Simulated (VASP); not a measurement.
# NaCl in VASP: further runs

NaCl is run at these levels: RPBE; tasks: single point.

Program: VASP 6.6.1. These are calculated values, not measurements. Logs are shortened: lines on timing, memory, paths and dates and some standing lists are left out, and cuts for length are marked.

## (1) The cell of the first run

The cell holds a molecule in a box, 2 atoms: a = 12.000 Å, b = 10.000 Å, c = 11.000 Å, α = 90.00°, β = 90.00°, γ = 90.00°.

## (2) Single point, RPBE (last atom moved by 0.05 Å along z)

Contents of INCAR:

```
SYSTEM = NaCl
  GGA = RP
  ISMEAR = 0
  SIGMA = 0.03
  LWAVE = .False.
  LCHARG = .False.
  ISIF = 0
  PREC = Accurate
  LASPH = .True.
  LREAL = Auto
  ALGO = Normal
  EDIFF = 1E-6
  NELM = 120
  GGA_COMPAT = .False.
  ENCUT = 340
  EFERMI = MIDGAP
  NBANDS = 17
  ROPT = -0.00025 -0.00025
```

Contents of KPOINTS:

```
k-points
0
Gamma
  1 1 1
```

Contents of POSCAR:

```
NaCl
1.0
   12.0000000000      0.0000000000      0.0000000000
    0.0000000000     10.0000000000      0.0000000000
    0.0000000000      0.0000000000     11.0000000000
Na Cl
1 1
Direct
    0.4173875000      0.5355150000      0.4559090900
    0.5847791700      0.4686850000      0.5548181800
```

Potentials or basis: VASP PAW PBE potentials, release 64 (Na_pv, Cl).

Launch:

```sh
$ cat potpaw_PBE.64/Na_pv/POTCAR potpaw_PBE.64/Cl/POTCAR > POTCAR
$ mpirun -np 1 vasp_gam > vasp.out
```

OUTCAR:

```text
SYSTEM = NaCl
   GGA = RP
   ISMEAR = 0
   ISIF = 0
   PREC = Accurate
   LASPH = .True.
   LREAL = Auto
   EDIFF = 1E-6
   NELM = 120
   ENCUT = 340
   EFERMI = MIDGAP

 Found      1 irreducible k-points:

 Following reciprocal coordinates:
            Coordinates               Weight
  0.000000  0.000000  0.000000      1.000000
   k-points           NKPTS =      1   k-points in BZ     NKDIM =      1   number of bands    NBANDS=     17
   number of dos      NEDOS =    301   number of ions     NIONS =      2
   total plane-waves  NPLWV = 302400
   dimension x,y,z NGX =    72 NGY =   60 NGZ =   70
   dimension x,y,z NGXF=   144 NGYF=  120 NGZF=  140
   ions per type =               1   1
   NGX,Y,Z   is equivalent  to a cutoff of   9.97,  9.97, 10.58 a.u.
   NGXF,Y,Z  is equivalent  to a cutoff of  19.95, 19.95, 21.16 a.u.
 SYSTEM =  NaCl
   PREC   = accura    normal or accurate (medium, high low for compatibility)
   ISTART =      0    job   : 0-new  1-cont  2-samecut
   ICHARG =      2    charge: 1-file 2-atom 10-const
   ISPIN  =      1    spin polarized calculation?
   LNONCOLLINEAR =      F non collinear calculations
   LSORBIT =      F    spin-orbit coupling
   LASPH  =      T    aspherical Exc in radial PAW
   ENCUT  =  340.0 eV  24.99 Ry    5.00 a.u.  18.04 15.03 16.54*2*pi/ulx,y,z
   NELM   =    120;   NELMIN=  2; NELMDL= -5     # of ELM steps
   EDIFF  = 0.1E-05   stopping-criterion for ELM
   LREAL  =      T    real-space projection
   EDIFFG = 0.1E-04   stopping-criterion for IOM
   NSW    =      0    number of steps for IOM
   IBRION =     -1    ionic relax: 0-MD 1-quasi-New 2-CG
   NFREE  =      0    steps in history (QN), initial steepest desc. (CG)
   ISIF   =      0    stress and relaxation
   ISYM   =      2    0-nonsym 1-usesym 2-fastsym
   POTIM  = 0.5000    time-step for ionic-motion
   TEBEG  =    0.0;   TEEND  =   0.0 temperature during run

   SCALEE = 1.0000    scale energy and forces
   PSTRESS=    0.0 pullay stress
   NELECT =      14.0000    total number of electrons
   NUPDOWN=      -1.0000    fix difference up-down
   EMIN   =  10.00;   EMAX   =-10.00  energy-range for DOS
   EFERMI =   0.00;   METHOD = MIDGAP
   ISMEAR =     0;   SIGMA  =   0.03  broadening in eV -4-tet -1-fermi 0-gaus
   EFERMI_NEDOS =   21; number of points for ismear=-14 and -15
   IALGO  =     38    algorithm
   IMIX   =      4    mixing-type and parameters
     AMIX     =   0.40;   BMIX     =  1.00
     AMIX_MAG =   1.60;   BMIX_MAG =  1.00
  volume/ion in A,a.u.               =     660.00      4453.90
  Fermi-wavevector in a.u.,A,eV,Ry     =   0.359688  0.679712  1.760262  0.129376
  Thomas-Fermi vector in A             =   1.278842
   LORBIT       =      0    0 simple, 1 ext, 2 COOP (PROOUT), +10 PAW based schemes
   GGA     = RP    functional components
   LHFCALC =     F    Hartree Fock is set to
   AEXX    =    0.0000 exact exchange contribution
   IVDW    =     0    specifies the selected vdW correction
   LEPSILON=     F    determine dielectric tensor
   LRPA    =     F    only Hartree local field effects (RPA)

   CSHIFT  =0.1000    complex shift for real part using Kramers Kronig

   OMEGAMAX=  -1.0    maximum frequency
 non-spin polarized calculation
 Gauss-broadening in eV      SIGMA  =   0.03
  energy-cutoff  :      340.00
  volume of cell :     1320.00
 maximum number of plane-waves:      9394
   NGX = 37   NGY = 31   NGZ = 33

 number of electron      14.0000004 magnetization

 Free energy of the ion-electron system (eV)
  ---------------------------------------------------
  ext. energy  EPLUGINS =         0.00000000
  ---------------------------------------------------
  free energy    TOTEN  =        -4.54975778 eV

  energy without entropy =       -4.54975778  energy(sigma->0) =       -4.54975778

 E-fermi :  -3.6350     XC(G=0):  -0.8091

 val. band max:       -5.0772790590   @ k =   0.0000   0.0000   0.0000
 cond. band min:      -2.1927619601   @ k =   0.0000   0.0000   0.0000
 fundamental gap:      2.8845170989
 Fermi energy:        -3.6350205096

 k-point     1 :       0.0000    0.0000    0.0000
  band No.  band energies     occupation
      1     -28.9838      2.00000
      2     -28.9835      2.00000
      3     -28.9164      2.00000
      4     -16.8503      2.00000
      5      -5.5425      2.00000
      6      -5.0799      2.00000
[... 9 lines left out ...]
     16       1.7010      0.00000
     17       1.7773      0.00000

------------------------ aborting loop because EDIFF is reached ----------------------------------------

 VOLUME and BASIS-vectors are now :
 -----------------------------------------------------------------------------
  energy-cutoff  :      340.00
  volume of cell :     1320.00
      direct lattice vectors                 reciprocal lattice vectors
    12.000000000  0.000000000  0.000000000     0.083333333  0.000000000  0.000000000
     0.000000000 10.000000000  0.000000000     0.000000000  0.100000000  0.000000000
     0.000000000  0.000000000 11.000000000     0.000000000  0.000000000  0.090909091

 POSITION                                       TOTAL-FORCE (eV/Angst)
 -----------------------------------------------------------------------------------
      5.00865      5.35515      5.01500        -0.149909      0.061131     -0.088981
      7.01735      4.68685      6.10300         0.149909     -0.061131      0.088981
 -----------------------------------------------------------------------------------
    total drift:                               -0.000884      0.000939     -0.002187

  FREE ENERGIE OF THE ION-ELECTRON SYSTEM (eV)
  ---------------------------------------------------
  free  energy   TOTEN  =        -4.5497577805 eV

  energy  without entropy=       -4.5497577805  energy(sigma->0) =       -4.54975778
```

It took 44 s on 1 thread of Intel Xeon Platinum 8488C (Sapphire Rapids), shared host; peak memory 0.54 GiB.

Results:

```yaml
Free_energy: -4.5498 eV
Largest_force: 0.185 eV/Å
Gap_between_the_frontier_levels: 2.88 eV
```

Forces on the atoms (eV/Å):
```
Na  -0.150  0.061 -0.089
Cl   0.150 -0.061  0.089
```

Levels at points of the mesh, in eV from the valence-band top:
```tsv
k point	band 3	band 4	band 5	band 6	band 7	band 8	band 9	band 10	band 11	band 12
(0.00, 0.00, 0.00)	-23.84	-11.77	-0.47	0.00	0.00	2.88	5.06	5.14	5.21	5.64
```

Caveat: the cell differs from its parent crystal (last atom moved by 0.05 Å along z); the PAW data sets were made with another functional, which shifts forces and pressure a little.

## (3) Single point, RPBE (last atom moved by 0.05 Å along z)

Contents of INCAR:

```
SYSTEM = NaCl
  GGA = RP
  ISMEAR = 0
  SIGMA = 0.03
  LWAVE = .False.
  LCHARG = .False.
  ISIF = 0
  PREC = Accurate
  LASPH = .True.
  LREAL = .False.
  ALGO = Normal
  EDIFF = 1E-8
  NELM = 120
  GGA_COMPAT = .False.
  ENCUT = 590
  EFERMI = MIDGAP
  NBANDS = 27
```

KPOINTS is that of step 2.

POSCAR is that of step 2.

Potentials or basis: VASP PAW PBE potentials, release 64 (Na_pv, Cl).

Launch:

```sh
$ cat potpaw_PBE.64/Na_pv/POTCAR potpaw_PBE.64/Cl/POTCAR > POTCAR
$ mpirun -np 1 vasp_gam > vasp.out
```

Wall time 3 min (1 thread of Intel Xeon Platinum 8488C (Sapphire Rapids), shared host); peak memory 1 GiB.

Results (log left out):

| Quantity | Value |
| --- | --- |
| Free energy | -4.5537 eV |
| Largest force | 0.180 eV/Å |
| Gap between the frontier levels | 2.88 eV |

Forces on the atoms (eV/Å):
```
Na  -0.145  0.060 -0.087
Cl   0.145 -0.060  0.087
```

Levels at points of the mesh, in eV from the valence-band top:
```tsv
k point	band 4	band 5	band 6	band 7	band 8	band 9	band 10	band 11
(0.00, 0.00, 0.00)	-11.77	-0.47	0.00	0.00	2.88	5.05	5.14	5.21
```

Caveat: the cell differs from its parent crystal (last atom moved by 0.05 Å along z); the PAW data sets were made with another functional, which shifts forces and pressure a little.
